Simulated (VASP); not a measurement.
Set up this calculation in VASP 6.6.1, as the native input.

```yaml
Task: single point
Functional: PBE
Potentials_or_basis: VASP PAW PBE potentials, release 64 (Ti_sv, O)
Cutoff: 520 eV
k_mesh: 6 × 6 × 4
Occupations: gaussian, width 0.02 eV
Spin: no spin polarisation
Hubbard_terms: Ti d U = 4.0 eV
Dipole_correction: no
Further_INCAR_settings: ALGO = Normal; EDIFF = 1e-06; NBANDS = 60
```

The structure of TiO2 lies in POSCAR:

```
TiO2
1.0
    3.9325407478      0.0000000000      0.0000000000
    0.0000000000      3.7950800552      0.0000000000
    0.0000000000      0.0000000000      9.6530616596
Ti O
4 8
Direct
    0.0000000000      0.0000000000     -0.0031493127
    0.0000000000      0.5000000000      0.2531493127
    0.5000000000      0.5000000000      0.4968506873
    0.5000000000      0.0000000000      0.7531493127
    0.0000000000      0.5000000000      0.4561386810
    0.0000000000      0.0000000000      0.2073586924
    0.0000000000      0.5000000000      0.0426413076
    0.5000000000      0.5000000000      0.2938613190
    0.5000000000      0.0000000000      0.9561386810
    0.5000000000      0.5000000000      0.7073586924
    0.5000000000      0.0000000000      0.5426413076
    0.0000000000      0.0000000000      0.7938613190
```

These files were run (other wordings do the same):

INCAR

```
ALGO = Normal ; EDIFF = 1E-6
ENCUT = 520 ; GGA = PE
ISIF = 2 ; ISMEAR = 0
LASPH = T ; LCHARG = F
LDAU = T ; LDAUJ = 0 0
LDAUL = 2 -1 ; LDAUPRINT = 1
LDAUTYPE = 2 ; LDAUU = 4 0
LMAXMIX = 4 ; LREAL = F
LWAVE = F ; NBANDS = 60
NELM = 150 ; PREC = Accurate
SIGMA = 0.02
```

KPOINTS

```
k-points
0
Gamma
  6 6 4
```

Potentials or basis: VASP PAW PBE potentials, release 64 (Ti_sv, O).

Run with:

```sh
$ cat potpaw_PBE.64/Ti_sv/POTCAR potpaw_PBE.64/O/POTCAR > POTCAR
$ mpirun -np 1 vasp_std > vasp.out
```

It gave:

```
Pressure               : 1.8 GPa
Largest force          : 0.254 eV/Å
Band gap on the k mesh : 2.64 eV
```

Caveat: the stress differs along the axes, from -3 to 5 GPa.

Run time: 11 min on 1 thread of Oxide Virtual Turin-like Processor, on a shared host, peak memory 0.39 GiB.
